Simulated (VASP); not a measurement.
Zr2N, 6 atoms in the cell. Symmetry: P4_2/mnm, No. 136, tetragonal system. The conventional cell has a = 4.920 Å, b = 4.920 Å, c = 3.898 Å, α = 90.00°, β = 90.00°, γ = 90.00°. Within 2.7 Å of Zr (site symmetry m2m) lie 3 N at 2.06 to 2.41 Å. Within 2.7 Å of N (site symmetry mmm) lie 6 Zr at 2.06 to 2.41 Å.  This cell differs from its parent crystal: ratio of the length along z to the lengths across it x 1.3, volume and fractional coordinates fixed.

```yaml
Program: VASP 6.6.1
Task: single point
Functional: PBEsol
Potentials_or_basis: VASP PAW PBE potentials, release 64 (Zr_sv, N)
Cutoff: 520 eV
k_mesh: 10 × 10 × 16
Occupations: gaussian, width 0.15 eV
Spin: no spin polarisation
Dipole_correction: no
Further_INCAR_settings: ALGO = Normal; EDIFF = 1e-07; NBANDS = 38
```

Potentials or basis: VASP PAW PBE potentials, release 64 (Zr_sv, N).

Command:

```sh
$ cat potpaw_PBE.64/Zr_sv/POTCAR potpaw_PBE.64/N/POTCAR > POTCAR
$ mpirun -np 1 vasp_std > vasp.out
```

Hardware: 1 thread of Intel(R) Xeon(R) 6975P-C (Granite Rapids), with other jobs on the host.

Task: Estimate the wall time of this run.

Result: It took 6.3 min on 1 thread of Intel(R) Xeon(R) 6975P-C (Granite Rapids), with other jobs on the host, peak memory 0.58 GiB. Counts: scf iterations 16, k points 189.
